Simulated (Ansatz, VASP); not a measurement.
One calculation of C, two programs

File INCAR:

```
SYSTEM = C
PREC     = Accurate       ! precision mode
ENCUT    = 520            ! plane-wave cutoff, eV
EDIFF    = 1E-6           ! SCF threshold, eV
ISMEAR   = 0              ! smearing method
SIGMA    = 0.15           ! smearing width, eV
LREAL    = .False.        ! projectors in reciprocal space
LASPH    = .True.         ! aspherical terms in the spheres
NELM     = 60             ! most SCF steps
ALGO     = Normal         ! electronic algorithm
ISIF     = 2              ! what is computed and relaxed
LWAVE    = .False.        ! write WAVECAR
LCHARG   = .True.         ! write CHGCAR
GGA      = PS             ! functional
LELF     = .True.         ! ELF
LVHAR    = .True.       
NBANDS   = 16             ! bands
```

Contents of KPOINTS:

```
Automatic mesh
0
Gamma
  21 21 6
  0 0 0
```

The input POSCAR:

```
C
1.0
    1.2491228616     -1.9964096674      0.0000000000
    1.2491228616      1.9964096674      0.0000000000
    0.0000000000      0.0000000000      6.9180648426
C
4
Direct
    0.0833216498      0.9166783502      0.7498439858
    0.5833216498      0.4166783502      0.2501560142
    0.9166783502      0.0833216498      0.2501560142
    0.4166783502      0.5833216498      0.7498439858
```

Input for Ansatz:

```yaml
crystal:
  lattice:
    - [1.2491228616, -1.9964096674, 0.0]
    - [1.2491228616, 1.9964096674, 0.0]
    - [0.0, 0.0, 6.9180648426]
  atoms:
    - { symbol: C, position: [0.0833216498, 0.9166783502, 0.7498439858] }
    - { symbol: C, position: [0.5833216498, 0.4166783502, 0.2501560142] }
    - { symbol: C, position: [0.9166783502, 0.0833216498, 0.2501560142] }
    - { symbol: C, position: [0.4166783502, 0.5833216498, 0.7498439858] }
basis:
  ecutwfc: 520.0
kpoints:
  mp_grid: { grid: [21, 21, 6] }
hamiltonian:
  xc: pbesol
  pseudopotentials: { kind: paw, azcp: { folder: soft_1 } }
scf:
  occupations: { method: gaussian, width: 0.15 }
output:
  forces: true
  stress: true
  eigenvalues: true
  write_density: true
  write_potential: true
  elf: true
  volumetric_format: npy
```

Change from the starting cell: volume 8.626 Å^3 an atom, stretch along a over the lengths across it, relative to the relaxed cell 1.0835.

Alike in both runs: task single point; functional PBEsol; k mesh 21 × 21 × 6; occupations gaussian, width 0.15 eV; no spin polarisation.

|  | VASP | Ansatz |
| --- | --- | --- |
| version | VASP 6.6.1 | Ansatz 0.2.0 |
| potentials or method | VASP PAW PBE potentials, release 64 (C), cutoff 520 eV | scalar-relativistic, plane waves, PAW |
| valence electrons in the cell | 16 | 16 |

VASP gave:

| Property | Result |
| --- | --- |
| gap on the k mesh at the Fermi level (eV) | none |
| pressure (GPa) | 24.7 |
| traceless stress, the component that is largest in VASP (GPa) | 52.95 |
| rms of the force components (eV/Å) | 1.042 |

Estimate Ansatz's values.

gap on the k mesh at the Fermi level (eV): none; pressure (GPa): 24.0; traceless stress, the component that is largest in VASP (GPa): 52.37; rms of the force components (eV/Å): 1.031.

VASP's potentials were made for PBE, not for PBEsol, and Ansatz warns of the same on its side. Atom by atom the forces differ by 0.011 eV/Å (rms over components). A gap of «none» marks a metal or a gap that the smearing closes.
